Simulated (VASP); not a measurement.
# RbBr in VASP: a series of runs, part 2 of 2

VASP 6.6.1. Earlier steps stand in the parts before.

## Step 3: Single point, r2SCAN (strain along [111] +3.3%)

Input file POSCAR:

```
RbBr
1.0
    0.0843550316      3.9538518963      3.9538518963
    3.9538518963      0.0843550316      3.9538518963
    3.9538518963      3.9538518963      0.0843550316
Rb Br
1 1
Direct
    0.0023747753      0.0023747753      0.0023747753
    0.2476252247      0.2476252247      0.2476252247
```

Input file INCAR.step1:

```
PREC = Accurate
ENCUT = 520
ISMEAR = 0
SIGMA = 0.01
LREAL = F
LASPH = T
NELM = 100
NBANDS = 15
GGA = PE
ALGO = Normal
EDIFF = 1E-4
LWAVE = T
LCHARG = F
```

Input file INCAR.step2:

```
PREC = Accurate
ENCUT = 520
EDIFF = 1E-6
ISMEAR = 0
SIGMA = 0.01
LREAL = F
LASPH = T
NELM = 100
ALGO = Normal
ISIF = 2
LWAVE = F
LCHARG = T
METAGGA = R2SCAN
LMIXTAU = T
LELF = T
LVHAR = T
NBANDS = 15
ISTART = 1
```

Input file KPOINTS:

```
regular mesh
0
Gamma
  6 6 6
```

Potentials or basis: VASP PAW PBE potentials, release 64 (Rb_sv, Br).

The run is started by

```sh
$ cat potpaw_PBE.64/Rb_sv/POTCAR potpaw_PBE.64/Br/POTCAR > POTCAR
$ cp INCAR.step1 INCAR
$ mpirun -np 1 vasp_std > vasp.out
$ cp INCAR.step2 INCAR
$ mpirun -np 1 vasp_std > vasp.out
```

OUTCAR:

```text
PREC = Accurate
   ENCUT = 520
   EDIFF = 1E-6
   ISMEAR = 0
   LREAL = F
   LASPH = T
   NELM = 100
   ISIF = 2
   METAGGA = R2SCAN
   ISTART = 1

 ion  position               nearest neighbor table
   1  0.002  0.002  0.002-   2 3.39   2 3.39   2 3.39   2 3.39
   2  0.248  0.248  0.248-   1 3.39   1 3.39   1 3.39   1 3.39

  LATTYP: Found a trigonal (rhomboedric) cell.
 ALAT       =     5.5922272314
 COS(alpha) =     0.5212162761

  Lattice vectors:

 A1 = (   0.0843550316,   3.9538518963,   3.9538518963)
 A2 = (   3.9538518963,   0.0843550316,   3.9538518963)
 A3 = (   3.9538518963,   3.9538518963,   0.0843550316)

Analysis of symmetry for initial positions (statically):
=====================================================================
 Subroutine PRICEL returns:
 Original cell was already a primitive cell.

 Routine SETGRP: Setting up the symmetry group for a
 trigonal (rhombohedral) supercell.

 Subroutine GETGRP returns: Found  6 space group operations
 (whereof  6 operations were pure point group operations)
 out of a pool of 12 trial point group operations.

The static configuration has the point symmetry C_3v.

[... 175 lines left out ...]
      6      -3.6018      2.00000
      7      -3.5669      2.00000
      8      -3.5669      2.00000
      9       1.1029      0.00000
     10       5.3277      0.00000
     11       5.3277      0.00000
     12       6.2242      0.00000
     13       6.2242      0.00000
     14       6.2735      0.00000
[... 401 lines left out ...]
      2     -15.8441      2.00000
      3     -12.5444      2.00000
      4     -12.5362      2.00000
      5     -12.4228      2.00000
      6      -3.7760      2.00000
      7      -3.5889      2.00000
      8      -3.5088      2.00000
      9       2.9721      0.00000
     10       3.7410      0.00000
     11       5.5845      0.00000
     12       5.6921      0.00000
     13       6.0050      0.00000
     14       6.2506      0.00000
     15       7.1273      0.00000

 [... further k-points ...]

------------------------ aborting loop because EDIFF is reached ----------------------------------------

  FORCE on cell =-STRESS in cart. coord.  units (eV):
  Direction    XX          YY          ZZ          XY          YZ          ZX
  --------------------------------------------------------------------------------------
  -------------------------------------------------------------------------------------
  Total       -0.1944903     -0.1944903     -0.1944903     -0.0321126     -0.0321126     -0.0321126
  in kB       -2.6039988     -2.6039988     -2.6039988     -0.4299503     -0.4299503     -0.4299503
  external PRESSURE =      -2.6039988 kB  Pullay stress =       0.0000000 kB

 VOLUME and BASIS-vectors are now :
 -----------------------------------------------------------------------------
  energy-cutoff  :      520.00
  volume of cell :      119.67
      direct lattice vectors                 reciprocal lattice vectors
     0.084355032  3.953851896  3.953851896    -0.130579619  0.127851912  0.127851912
     3.953851896  0.084355032  3.953851896     0.127851912 -0.130579619  0.127851912
     3.953851896  3.953851896  0.084355032     0.127851912  0.127851912 -0.130579619

 POSITION                                       TOTAL-FORCE (eV/Angst)
 -----------------------------------------------------------------------------------
      0.01898      0.01898      0.01898        -0.002208     -0.002208     -0.002208
      1.97904      1.97904      1.97904         0.002208      0.002208      0.002208
 -----------------------------------------------------------------------------------
    total drift:                                0.000310      0.000310      0.000310

  FREE ENERGIE OF THE ION-ELECTRON SYSTEM (eV)
  ---------------------------------------------------
  free  energy   TOTEN  =       -30.8750721859 eV

  energy  without entropy=      -30.8750721859  energy(sigma->0) =      -30.87507219
```

OUTCAR.step1:

```text
PREC = Accurate
   ENCUT = 520
   ISMEAR = 0
   LREAL = F
   LASPH = T
[... 654 lines left out ...]
 -----------------------------------------------------------------------------------
      0.01898      0.01898      0.01898        -0.002710     -0.002710     -0.002710
      1.97904      1.97904      1.97904         0.002710      0.002710      0.002710
 -----------------------------------------------------------------------------------
    total drift:                               -0.000307     -0.000307     -0.000307

  FREE ENERGIE OF THE ION-ELECTRON SYSTEM (eV)
  ---------------------------------------------------
  free  energy   TOTEN  =        -5.9276408810 eV

  energy  without entropy=       -5.9276408810  energy(sigma->0) =       -5.92764088
```

Run time: 1.8 min. Hardware: 1 thread of Intel Xeon 6975P-C (Granite Rapids), shared host; peak memory 0.31 GiB.

Results:

```yaml
Free_energy: -30.8751 eV
Pressure: -0.3 GPa
Largest_force: 0.004 eV/Å
Band_gap_on_the_k_mesh: 4.60 eV (least direct gap 4.67 eV)
```

Forces on the atoms (eV/Å):
```
Rb  -0.002 -0.002 -0.002
Br   0.002  0.002  0.002
```

Levels at points of the mesh, in eV from the valence-band top:
```
           k point  band 6  band 7  band 8  band 9  band 10  band 11
(0.00, 0.00, 0.00)   -0.10   -0.07   -0.07    4.60     8.83     8.83
(0.50, 0.00, 0.00)   -0.27   -0.05   -0.04    6.86     6.91     8.26
(0.50, 0.50, 0.00)   -0.35   -0.02    0.00    6.36     7.24     9.18
(0.50, 0.50, 0.50)   -0.29   -0.03   -0.03    6.80     6.82     8.43
```

Caveat: the cell differs from its parent crystal (strain along [111] +3.3%); the PAW data sets were made with another functional, which shifts forces and pressure a little.

## Step 4: Single point, HSE06 (strain +3.2%)

Input file POSCAR:

```
RbBr
1.0
    0.0000000000      3.9917729655      3.9917729655
    3.9917729655      0.0000000000      3.9917729655
    3.9917729655      3.9917729655      0.0000000000
Rb Br
1 1
Direct
    0.0000000000      0.0000000000      0.0000000000
    0.2500000000      0.2500000000      0.2500000000
```

Input file INCAR.step1:

```
SYSTEM = RbBr
PREC     = Accurate       ! precision mode
ENCUT    = 520            ! plane-wave cutoff, eV
EDIFF    = 1E-5           ! SCF threshold, eV
ISMEAR   = 0              ! smearing method
SIGMA    = 0.01           ! smearing width, eV
LREAL    = .FALSE.        ! projectors in reciprocal space
LASPH    = .TRUE.         ! aspherical terms in the spheres
NELM     = 100            ! most SCF steps
ALGO     = Normal         ! electronic algorithm
ISIF     = 2              ! what is computed and relaxed
LWAVE    = .TRUE.         ! write WAVECAR
GGA      = PE             ! functional
NBANDS   = 15             ! bands
```

Input file INCAR.step2:

```
SYSTEM = RbBr
PREC     = Accurate       ! precision mode
ENCUT    = 520            ! plane-wave cutoff, eV
EDIFF    = 1E-7           ! SCF threshold, eV
ISMEAR   = 0              ! smearing method
SIGMA    = 0.01           ! smearing width, eV
LREAL    = .FALSE.        ! projectors in reciprocal space
LASPH    = .TRUE.         ! aspherical terms in the spheres
NELM     = 100            ! most SCF steps
ALGO     = Normal         ! electronic algorithm
ISIF     = 2              ! what is computed and relaxed
LWAVE    = .FALSE.        ! write WAVECAR
LCHARG   = .TRUE.         ! write CHGCAR
GGA      = PE             ! functional
LHFCALC  = .TRUE.         ! exact exchange
HFSCREEN = 0.2079         ! screening, 1/A
PRECFOCK = Normal       
LELF     = .TRUE.         ! ELF
LVHAR    = .TRUE.       
ISTART   = 1            
NBANDS   = 15             ! bands
```

Input file KPOINTS:

```
regular mesh
0
G
  4 4 4
  0 0 0
```

The run is started by

```sh
$ cat potpaw_PBE.64/Rb_sv/POTCAR potpaw_PBE.64/Br/POTCAR > POTCAR
$ cp INCAR.step1 INCAR
$ mpirun -np 1 vasp_std > vasp.out
$ cp INCAR.step2 INCAR
$ mpirun -np 1 vasp_std > vasp.out
```

Wall time 6.1 min (1 thread of Intel Xeon 6975P-C (Granite Rapids), shared host); peak memory 0.39 GiB.

Results (log left out):

* Free energy: -6.8556 eV
* Pressure: -0.6 GPa
* Band gap on the k mesh: 5.03 eV (least direct gap 5.08 eV)

Levels at points of the mesh, in eV from the valence-band top:
```csv
k point,band 6,band 7,band 8,band 9,band 10,band 11
"(0.00, 0.00, 0.00)",-0.05,-0.05,-0.05,5.03,9.29,9.29
"(0.50, 0.00, 0.00)",-0.25,-0.02,-0.02,7.15,7.36,8.84
"(0.50, 0.50, 0.00)",-0.31,0.00,0.00,6.89,7.73,9.18
```

Caveat: the cell differs from its parent crystal (strain +3.2%); the PAW data sets were made with another functional, which shifts forces and pressure a little.

## Step 5: Summary

| level | cell | k mesh | grid for exact exchange (PRECFOCK) | share of exact exchange | screening parameter | gap on the mesh (eV) | pressure (GPa) |
| --- | --- | --- | --- | --- | --- | --- | --- |
| HSE06 | a = 5.592 Å, angles 58.6°, 2 atoms, strain along [111] +3.3% | 4 × 4 × 4 | Normal | 0.25 | 0.2079 1/Å | 5.11 | -0.2 |
| r2SCAN | a = 5.592 Å, angles 58.6°, 2 atoms, strain along [111] +3.3% | 6 × 6 × 6 | - | - | - | 4.60 | -0.3 |
| HSE06 | a = 5.645 Å, angles 60.0°, 2 atoms, strain +3.2% | 4 × 4 × 4 | Normal | 0.25 | 0.2079 1/Å | 5.03 | -0.6 |

Alike in all rows: task single point; potentials or basis VASP PAW PBE potentials, release 64 (Rb_sv, Br); no spin polarisation; cutoff (eV) 520; smearing gaussian 0.01 eV.

Caveats: the PAW data sets were made with another functional, which shifts forces and pressure a little.

Total energies depend on the potentials used, so only differences within one code and one set of settings carry meaning.
